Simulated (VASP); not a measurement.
# Si4C5 in VASP: relaxation of the atoms with LDA

Aim: the relaxation of the atoms of Si4C5 with LDA.

Everything below comes from runs of VASP 6.6.1. Logs are shortened: lines on timing, memory, paths and dates and some standing lists are left out, and cuts for length are marked.

### 1 The cell of the first run

The cell holds a slab with vacuum, 9 atoms: a = 3.056 Å, b = 3.056 Å, c = 23.638 Å, α = 90.00°, β = 90.00°, γ = 120.00°.

### 2 Relaxation of the atoms, LDA, collinear spin

Input file INCAR:

```
SYSTEM = Si4C5
PREC = Accurate
ENCUT = 520
EDIFF = 1E-6
ISMEAR = 0
SIGMA = 0.05
LREAL = .FALSE.
LASPH = .TRUE.
NELM = 150
ALGO = Normal
ISIF = 2
LWAVE = .FALSE.
LCHARG = .FALSE.
ISPIN = 2
MAGMOM = 0 0 0 0 2 0 0 0 0
LORBIT = 11
LDIPOL = .TRUE.
IDIPOL = 3
DIPOL = 0.5 0.5 0.368
GGA = CA
IBRION = 2
NSW = 36
EDIFFG = -0.025
KPAR = 4
```

Input file KPOINTS:

```
Automatic mesh
0
G
  9 9 1
  0 0 0
```

Input file POSCAR:

```
Si4C5
1.0
    3.0563072983      0.0000000000      0.0000000000
   -1.5281536492      2.6468397621      0.0000000000
    0.0000000000      0.0000000000     23.6378374631
C Si
5 4
Selective dynamics
Direct
    0.3333333333      0.6666666667      0.1692202176  F F F
    0.6666666667      0.3333333333      0.2753282571  F F F
    0.3333333333      0.6666666667      0.3826369403  F F F
    0.6666666667      0.3333333333      0.4898183375  F F F
    0.3333333333      1.0000000000      0.5811022043  F F T
    0.6666666667      0.3333333333      0.1955786881  F F F
    0.3333333333      0.6666666667      0.3016867276  F F F
    0.6666666667      0.3333333333      0.4074705945  F F F
    0.3333333333      0.6666666667      0.5134918743  F F F
```

Potentials or basis: VASP PAW LDA potentials, release 64 (C, Si).

Launch:

```sh
$ cat potpaw_LDA.64/C/POTCAR potpaw_LDA.64/Si/POTCAR > POTCAR
$ mpirun -np 4 vasp_std > vasp.out
```

OUTCAR:

```text
SYSTEM = Si4C5
   PREC = Accurate
   ENCUT = 520
   EDIFF = 1E-6
   ISMEAR = 0
   LREAL = .FALSE.
   LASPH = .TRUE.
   NELM = 150
   ISIF = 2
   ISPIN = 2
   LORBIT = 11
   GGA = CA
   IBRION = 2
   NSW = 36
   EDIFFG = -0.025

 ion  position               nearest neighbor table
   1  0.333  0.667  0.169-   6 1.87   6 1.87   6 1.87
   2  0.667  0.333  0.275-   7 1.87   7 1.87   7 1.87   6 1.89
   3  0.333  0.667  0.383-   8 1.86   8 1.86   8 1.86   7 1.91
   4  0.667  0.333  0.490-   9 1.85   9 1.85   9 1.85   8 1.95
   5  0.333  0.000  0.581-   9 1.90   9 2.59
   6  0.667  0.333  0.196-   1 1.87   1 1.87   1 1.87   2 1.89   7 3.07   7 3.07   7 3.07
   7  0.333  0.667  0.302-   2 1.87   2 1.87   2 1.87   3 1.91   8 3.06   8 3.06   8 3.06   6 3.07
                             6 3.07   6 3.07
   8  0.667  0.333  0.407-   3 1.86   3 1.86   3 1.86   4 1.95   7 3.06   7 3.06   7 3.06   9 3.07
                             9 3.07   9 3.07
   9  0.333  0.667  0.513-   4 1.85   4 1.85   4 1.85   5 1.90   5 2.59   8 3.07   8 3.07   8 3.07

  LATTYP: Found a hexagonal cell.
 ALAT       =     3.0563072983
 C/A-ratio  =     7.7341167481

  Lattice vectors:

 A1 = (   3.0563072983,   0.0000000000,   0.0000000000)
 A2 = (  -1.5281536492,   2.6468397621,   0.0000000000)
 A3 = (   0.0000000000,   0.0000000000,  23.6378374631)

Analysis of symmetry for initial positions (statically):
=====================================================================
 Subroutine PRICEL returns:
 Original cell was already a primitive cell.

 Routine SETGRP: Setting up the symmetry group for a
 hexagonal supercell.

 Subroutine GETGRP returns: Found  1 space group operations
 (whereof  1 operations were pure point group operations)
 out of a pool of 24 trial point group operations.

The static configuration has the point symmetry C_1 .

Analysis of symmetry for dynamics (positions and initial velocities):
=====================================================================
 Subroutine PRICEL returns:
 Original cell was already a primitive cell.

 Routine SETGRP: Setting up the symmetry group for a
 hexagonal supercell.

 Subroutine GETGRP returns: Found  1 space group operations
 (whereof  1 operations were pure point group operations)
 out of a pool of 24 trial point group operations.

The dynamic configuration has the point symmetry C_1 .

Analysis of constrained symmetry for selective dynamics:
=====================================================================
 Subroutine PRICEL returns:
 Original cell was already a primitive cell.

 Routine SETGRP: Setting up the symmetry group for a
 hexagonal supercell.

 Subroutine GETGRP returns: Found  1 space group operations
 (whereof  1 operations were pure point group operations)
 out of a pool of 24 trial point group operations.

The constrained configuration has the point symmetry C_1 .

Analysis of structural, dynamic, and magnetic symmetry:
=====================================================================
 Subroutine PRICEL returns:
 Original cell was already a primitive cell.

 Routine SETGRP: Setting up the symmetry group for a
 hexagonal supercell.

 Subroutine GETGRP returns: Found  1 space group operations
 (whereof  1 operations were pure point group operations)
 out of a pool of 24 trial point group operations.

The overall configuration has the point symmetry C_1 .

 Subroutine INISYM returns: Found  1 space group operations
 (whereof  1 operations are pure point group operations),
 and found     1 'primitive' translations

----------------------------------------------------------------------------------------

                                     Primitive cell

  volume of cell :     191.2196

  direct lattice vectors                    reciprocal lattice vectors
     3.056307298  0.000000000  0.000000000     0.327192230  0.188904522  0.000000000
    -1.528153649  2.646839762  0.000000000     0.000000000  0.377809044  0.000000000
     0.000000000  0.000000000 23.637837463     0.000000000  0.000000000  0.042305054

  length of vectors
     3.056307298  3.056307298 23.637837463     0.377809044  0.377809044  0.042305054

[... 90 lines left out ...]
   LSORBIT =      F    spin-orbit coupling
   LASPH  =      T    aspherical Exc in radial PAW
   ENCUT  =  520.0 eV  38.22 Ry    6.18 a.u.   5.68  5.68 43.95*2*pi/ulx,y,z
   NELM   =    150;   NELMIN=  2; NELMDL= -5     # of ELM steps
   EDIFF  = 0.1E-05   stopping-criterion for ELM
   LREAL  =      F    real-space projection
   EDIFFG = -.3E-01   stopping-criterion for IOM
   NSW    =     36    number of steps for IOM
   IBRION =      2    ionic relax: 0-MD 1-quasi-New 2-CG
   NFREE  =      1    steps in history (QN), initial steepest desc. (CG)
   ISIF   =      2    stress and relaxation
   ISYM   =      2    0-nonsym 1-usesym 2-fastsym
   POTIM  = 0.5000    time-step for ionic-motion
   TEBEG  =    0.0;   TEEND  =   0.0 temperature during run
   PSTRESS=    0.0 pullay stress
   NELECT =      36.0000    total number of electrons
   NUPDOWN=      -1.0000    fix difference up-down
   EMIN   =  10.00;   EMAX   =-10.00  energy-range for DOS
   EFERMI =   0.00;   METHOD = LEGACY
   ISMEAR =     0;   SIGMA  =   0.05  broadening in eV -4-tet -1-fermi 0-gaus
   EFERMI_NEDOS =   21; number of points for ismear=-14 and -15
   IALGO  =     38    algorithm
   IMIX   =      4    mixing-type and parameters
     AMIX     =   0.40;   BMIX     =  1.00
     AMIX_MAG =   1.60;   BMIX_MAG =  1.00
  volume/ion in A,a.u.               =      21.25       143.38
  Fermi-wavevector in a.u.,A,eV,Ry     =   0.938278  1.773088 11.978101  0.880366
  Thomas-Fermi vector in A             =   2.065474
   LORBIT       =     11    0 simple, 1 ext, 2 COOP (PROOUT), +10 PAW based schemes
   GGA     = CA    functional components
   LHFCALC =     F    Hartree Fock is set to
   AEXX    =    0.0000 exact exchange contribution
   IVDW    =     0    specifies the selected vdW correction
   LEPSILON=     F    determine dielectric tensor
   LRPA    =     F    only Hartree local field effects (RPA)
 conjugate gradient relaxation of ions
 spin polarized calculation
 Gauss-broadening in eV      SIGMA  =   0.05
  energy-cutoff  :      520.00
  volume of cell :      191.22
 maximum number of plane-waves:      5187
   NGX = 11   NGY = 11   NGZ = 87

 dipolmoment           0.000000      0.000000     -0.073306 electrons x Angstroem

--------------------------------------- Ionic step        1  -------------------------------------------

 number of electron      35.9999997 magnetization       0.1155260

 number of electron      35.9999997 magnetization      -0.9738101

 Free energy of the ion-electron system (eV)
  ---------------------------------------------------
  ext. energy  EPLUGINS =         0.00000000
  ---------------------------------------------------
  free energy    TOTEN  =       -67.72437447 eV

  energy without entropy =      -67.72034739  energy(sigma->0) =      -67.72236093

------------------------ aborting loop because EDIFF is reached ----------------------------------------

  FORCE on cell =-STRESS in cart. coord.  units (eV):
  Direction    XX          YY          ZZ          XY          YZ          ZX
  --------------------------------------------------------------------------------------
  -------------------------------------------------------------------------------------
  Total       -1.4639685      0.4374555     -2.2719977      0.4445202      0.3742375      0.8159244
  in kB      -12.2661960      3.6653209    -19.0364540      3.7245146      3.1356347      6.8364097
  external PRESSURE =      -9.2124430 kB  Pullay stress =       0.0000000 kB
[... 116 lines left out ...]
--------------------------------------- Ionic step        4  -------------------------------------------

 number of electron      35.9999997 magnetization      -0.9754173

 dipolmoment           0.000000      0.000000      0.031641 electrons x Angstroem

 Free energy of the ion-electron system (eV)
  ---------------------------------------------------
  ext. energy  EPLUGINS =         0.00000000
  ---------------------------------------------------
  free energy    TOTEN  =       -67.74450425 eV

  energy without entropy =      -67.74032675  energy(sigma->0) =      -67.74241550

 E-fermi :   0.5691     XC(G=0):  -6.2082

 val. band max:        0.5647121933   @ k =   0.4444   0.4444   0.0000
 cond. band min:       0.5731960269   @ k =  -0.1111   0.1111   0.0000
 fundamental gap:      0.0084838336
 Fermi energy:         0.5690925316

 spin component 1

 k-point     1 :       0.0000    0.0000    0.0000
  band No.  band energies     occupation
      1     -15.9426      1.00000
      2     -15.0998      1.00000
      3     -13.9849      1.00000
      4     -12.1494      1.00000
      5     -10.2212      1.00000
      6      -7.3838      1.00000
[... 637 lines left out ...]
     23       4.8239      0.00000
     24       5.0909      0.00000

 [... further k-points ...]

 spin component 2

 k-point     1 :       0.0000    0.0000    0.0000
  band No.  band energies     occupation
      1     -15.9691      1.00000
      2     -15.1689      1.00000
      3     -14.0918      1.00000
      4     -12.4540      1.00000
      5     -10.2719      1.00000
      6      -7.5221      1.00000
[... 640 lines left out ...]
 [... further k-points ...]

------------------------ aborting loop because EDIFF is reached ----------------------------------------

 vacuum level on the upper side and lower side of the slab       (xc-potential included)         0.338        -0.361

  FORCE on cell =-STRESS in cart. coord.  units (eV):
  Direction    XX          YY          ZZ          XY          YZ          ZX
  --------------------------------------------------------------------------------------
  -------------------------------------------------------------------------------------
  Total       -1.3204838      1.3651570     -1.4168102      0.1383916      1.2181955      0.6561691
  in kB      -11.0639768     11.4382811    -11.8710691      1.1595454     10.2069307      5.4978637
  external PRESSURE =      -3.8322550 kB  Pullay stress =       0.0000000 kB
[... 24 lines left out ...]
  FREE ENERGIE OF THE ION-ELECTRON SYSTEM (eV)
  ---------------------------------------------------
  free  energy   TOTEN  =       -67.7445042521 eV

  energy  without entropy=      -67.7403267508  energy(sigma->0) =      -67.74241550

 reached required accuracy - stopping structural energy minimisation

 vacuum level on the upper side and lower side of the slab         7.581         6.867

 total charge

# of ion       s       p       d       tot
------------------------------------------
    1        0.858   1.555   0.000   2.414
    2        0.838   1.716   0.000   2.554
    3        0.834   1.728   0.000   2.562
    4        0.845   1.703   0.000   2.548
    5        1.007   1.102   0.000   2.109
    6        0.715   0.998   0.000   1.713
    7        0.715   0.982   0.000   1.697
    8        0.718   0.975   0.000   1.693
    9        0.722   1.009   0.000   1.731
--------------------------------------------------
tot          7.253  11.768   0.000  19.021

 magnetization (x)

# of ion       s       p       d       tot
------------------------------------------
    1       -0.042  -0.316   0.000  -0.358
    2       -0.008  -0.050   0.000  -0.057
    3       -0.001  -0.009   0.000  -0.010
    4       -0.001  -0.006   0.000  -0.006
    5       -0.002  -0.027   0.000  -0.029
    6        0.002   0.003   0.000   0.005
    7       -0.003  -0.004   0.000  -0.008
    8       -0.001  -0.000   0.000  -0.001
    9       -0.001  -0.001   0.000  -0.002
--------------------------------------------------
tot         -0.056  -0.411   0.000  -0.467
```

It took 6.2 min on 4 MPI ranks of Intel Xeon 6975P-C (Granite Rapids), shared host; peak memory 0.45 GiB.

What came out:

```
Free energy                                           : -67.7445 eV
Energy gained by relaxing                             : 2.2 meV/atom
Ionic steps                                           : 4
Net moment                                            : -0.98 μB per cell
Site moments                                          : C -0.36, -0.06, -0.01, -0.03 (each value once); Si +0.01, -0.01, -0.00 (each value once) μB
Valence electrons inside the program's atomic spheres : C 2.41, 2.55, 2.56, 2.11 (each value once); Si 1.71, 1.70, 1.69, 1.73
```

The path:
| step | energy change (eV) | largest force on free atoms (eV/Å) | pressure (GPa) |
| --- | --- | --- | --- |
| 1 | 0.0000 | 0.5437 | -0.92 |
| 2 | -0.0119 | 0.3595 | -0.73 |
| 3 | -0.0199 | 0.0592 | -0.32 |
| 4 | -0.0201 | 0.0048 | -0.38 |

Final structure:
```xyz
9
Lattice="3.0563 0.0000 0.0000 -1.5282 2.6468 0.0000 0.0000 0.0000 23.6378" Properties=species:S:1:pos:R:3 pbc="T T T"
C     0.0000    1.7646    4.0000
C     1.5282    0.8823    6.5082
C     0.0000    1.7646    9.0447
C     1.5282    0.8823   11.5782
C     1.0188    0.0000   13.6658
Si    1.5282    0.8823    4.6231
Si    0.0000    1.7646    7.1312
Si    1.5282    0.8823    9.6317
Si    0.0000    1.7646   12.1378
```

Levels at points of the mesh, in eV from the Fermi level:
Spin up:
```tsv
k point	band 14	band 15	band 16	band 17	band 18	band 19	band 20	band 21
(0.00, 0.00, 0.00)	-1.41	-0.56	-0.05	0.17	0.17	1.74	2.02	4.14
```
Spin down:
| k point | band 16 | band 17 | band 18 | band 19 | band 20 | band 21 |
| --- | --- | --- | --- | --- | --- | --- |
| (0.00, 0.00, 0.00) | -0.30 | -0.30 | -0.22 | 1.69 | 1.96 | 4.11 |

Caveat: a moment this small can come from the mesh or the smearing.
